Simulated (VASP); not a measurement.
Write the native input for VASP 6.6.1 that does the following.

- Task: relaxation of cell and atoms
- Functional: PBE
- Potentials or basis: VASP PAW PBE potentials, release 64 (Zr_sv, Al, N)
- Cutoff: 600 eV
- k mesh: 12 × 12 × 6
- Occupations: gaussian, width 0.1 eV
- Spin: no spin polarisation
- Dipole correction: no
- Further INCAR settings: ALGO = Fast; EDIFF = 1e-06; IBRION = 2; EDIFFG = -0.01; NSW = 100; ISIF = 3

The structure of ZrAl3N4 lies in POSCAR:

```
ZrAl3N4
1.0
    3.0262622699      0.0000000000      0.0000000000
    0.0000000000      3.0262622699      0.0000000000
    0.0000000000      0.0000000000      8.5117241702
Zr Al N
1 3 4
Direct
    0.5000000000      0.5000000000      0.0000000000
    0.0000000000      0.0000000000      0.7325959719
    0.0000000000      0.0000000000      0.2674040281
    0.5000000000      0.5000000000      0.5000000000
    0.0000000000      0.0000000000      0.0000000000
    0.5000000000      0.5000000000      0.2700194881
    0.0000000000      0.0000000000      0.5000000000
    0.5000000000      0.5000000000      0.7299805119
```

One way to write it, as run:

INCAR

```
PREC = Accurate
ENCUT = 600
EDIFF = 1E-6
ISMEAR = 0
SIGMA = 0.1
LREAL = F
LASPH = T
NELM = 80
ALGO = Fast
ISIF = 3
LWAVE = F
LCHARG = F
GGA = PE
IBRION = 2
NSW = 100
EDIFFG = -0.01
```

KPOINTS

```
Automatic mesh
0
Gamma
  12 12 6
```

Potentials or basis: VASP PAW PBE potentials, release 64 (Zr_sv, Al, N).

Run with:

```bash
$ cat potpaw_PBE.64/Zr_sv/POTCAR potpaw_PBE.64/Al/POTCAR potpaw_PBE.64/N/POTCAR > POTCAR
$ mpirun -np 1 vasp_std > vasp.out
```

Results of the run:

```yaml
Energy_gained_by_relaxing: 0.1 meV/atom
Ionic_steps: 6
Pressure_after_relaxing: 0.0 GPa
Largest_force_after_relaxing: 0.008 eV/Å
Band_gap_on_the_k_mesh: zero (an odd number of electrons rules out a gap without spin polarisation)
```

Caveat: an odd number of electrons without spin polarisation forces a metal; a magnetic or distorted state may lie lower.

It took 17 min on 1 thread of AMD EPYC 9755 128-Core Processor, with other jobs on the host, peak memory 0.35 GiB.
